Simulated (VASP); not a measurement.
Set up this calculation in VASP 6.6.1, as the native input.

```
Task                   : single point
Functional             : r2SCAN
Potentials or basis    : VASP PAW PBE potentials, release 64 (Si, W_sv)
Cutoff                 : 520 eV
k mesh                 : 18 × 18 × 18
Occupations            : gaussian, width 0.1 eV
Spin                   : no spin polarisation
Dipole correction      : no
Further INCAR settings : ALGO = Normal; EDIFF = 1e-06; NBANDS = 18
```

Crystal: Si2W.

```
Si W
1.0
    -1.61453    1.61453    3.93355
     1.61453   -1.61453    3.93355
     1.61453    1.61453   -3.93355
Si W
2 1
Cartesian
  0.0000 0.0000 2.6320
  0.0000 0.0000 5.2351
  0.0000 0.0000 0.0000
```

One way to write it, as run:

POSCAR

```
Si2W
1.0
   -1.6145299055      1.6145299055      3.9335489453
    1.6145299055     -1.6145299055      3.9335489453
    1.6145299055      1.6145299055     -3.9335489453
Si W
2 1
Direct
    0.3345578117      0.3345578117      0.0000000000
    0.6654421883      0.6654421883      0.0000000000
    0.0000000000      0.0000000000      0.0000000000
```

INCAR.step1

```
SYSTEM = Si2W
  PREC = Accurate
  ENCUT = 520
  ISMEAR = 0
  SIGMA = 0.1
  LREAL = .False.
  LASPH = .True.
  NELM = 80
  NBANDS = 18
  GGA = PE
  ALGO = Normal
  EDIFF = 1E-4
  LWAVE = .True.
  LCHARG = .False.
```

INCAR.step2

```
SYSTEM = Si2W
  PREC = Accurate
  ENCUT = 520
  EDIFF = 1E-6
  ISMEAR = 0
  SIGMA = 0.1
  LREAL = .False.
  LASPH = .True.
  NELM = 80
  ALGO = Normal
  ISIF = 2
  LWAVE = .False.
  LCHARG = .False.
  METAGGA = R2SCAN
  LMIXTAU = .True.
  NBANDS = 18
  ISTART = 1
```

KPOINTS

```
Automatic mesh
0
Gamma
  18 18 18
  0 0 0
```

Potentials or basis: VASP PAW PBE potentials, release 64 (Si, W_sv).

Command:

```console
$ cat potpaw_PBE.64/Si/POTCAR potpaw_PBE.64/W_sv/POTCAR > POTCAR
$ cp INCAR.step1 INCAR
$ mpirun -np 1 vasp_std > vasp.out
$ cp INCAR.step2 INCAR
$ mpirun -np 1 vasp_std > vasp.out
```

Results of the run:

- Pressure: -4.2 GPa
- Largest force: 0.092 eV/Å
- Band gap on the k mesh: zero (bands 11 and 12 overlap by 1.29 eV)

Caveat: the cell stands under tension; the PAW data sets were made with another functional, which shifts forces and pressure a little; spin-orbit coupling is left out, which moves the levels of the heavy elements.

Run time: 20 min on 1 thread of Intel(R) Xeon(R) Platinum 8375C CPU @ 2.90GHz (Ice Lake) (shared host), peak memory 0.48 GiB.
